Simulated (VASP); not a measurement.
Here is a VASP 6.6.1 calculation.

The input INCAR:

```
SYSTEM = ZnS
PREC = Accurate
ENCUT = 520
EDIFF = 1E-6
ISMEAR = -1
SIGMA = 0.05
LREAL = .False.
LASPH = .True.
NELM = 60
ALGO = Normal
ISIF = 2
LWAVE = .False.
LCHARG = .False.
GGA = RP
IVDW = 12
NBANDS = 66
```

The input KPOINTS:

```
Automatic mesh
0
Gamma
  8 8 2
  0 0 0
```

File POSCAR:

```
ZnS
1.0
    3.8621636474      0.0000000000      0.0000000000
   -1.9310818237      3.3447318322      0.0000000000
    0.0000000000      0.0000000000     18.9359391258
Zn S
6 6
Direct
    0.3333333333      0.6666666667      0.8333300000
    0.6666666667      0.3333333333      0.3333300000
    0.6666666667      0.3333333333      0.6666700000
    0.3333333333      0.6666666667      0.1666700000
    0.0000000000      0.0000000000      0.5000000000
    0.0000000000      0.0000000000      0.0000000000
    0.3333333333      0.6666666667      0.9583300000
    0.6666666667      0.3333333333      0.4583300000
    0.6666666667      0.3333333333      0.7916700000
    0.3333333333      0.6666666667      0.2916700000
    0.0000000000      0.0000000000      0.6250000000
    0.0000000000      0.0000000000      0.1250000000
```

Potentials or basis: VASP PAW PBE potentials, release 64 (Zn, S).

Run with:

```bash
$ cat potpaw_PBE.64/Zn/POTCAR potpaw_PBE.64/S/POTCAR > POTCAR
$ mpirun -np 1 vasp_std > vasp.out
```

(1) Predict the pressure.

(2) What does it give for the band gap on the k mesh?

Results:

(1) -7.6 GPa.

(2) 2.16 eV.

Caveat: the cell stands under tension; the dispersion term is far too large for a dense solid, which distorts pressure and volume; the PAW data sets were made with another functional, which shifts forces and pressure a little.
